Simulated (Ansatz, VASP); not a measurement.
**Two plane-wave programs on PbS**

```
CELL_PARAMETERS angstrom
3.88738 0.00000 0.00000
0.00000 3.66816 0.00000
0.00000 0.00000 3.66816
ATOMIC_POSITIONS crystal
Pb 0.93158 0.00000 0.00000
S 0.56842 0.50000 0.50000
```

Alike in both runs: task single point; functional PBEsol; k mesh 10 × 10 × 10; occupations gaussian, width 0.1 eV; no spin polarisation.

|  | VASP | Ansatz |
| --- | --- | --- |
| version | VASP 6.6.1 | Ansatz 0.2.0 |
| potentials or method | VASP PAW PBE potentials, release 64 (Pb_d, S), cutoff 520 eV | scalar-relativistic, plane waves, PAW |
| valence electrons in the cell | 20 | 20 |

VASP gave:

| Item | Value |
| --- | --- |
| gap on the k mesh at the Fermi level (eV) | none |
| pressure (GPa) | -3.4 |
| rms of the force components (eV/Å) | 0.152 |

Problem. What did Ansatz give for the same quantities?

Solution. gap on the k mesh at the Fermi level (eV): none; pressure (GPa): -3.4; rms of the force components (eV/Å): 0.154.

VASP's potentials were made for PBE, not for PBEsol. Atom by atom the forces differ by 0.002 eV/Å (rms over components). A gap of «none» marks a metal or a gap that the smearing closes.

Neither program's run includes spin-orbit coupling.
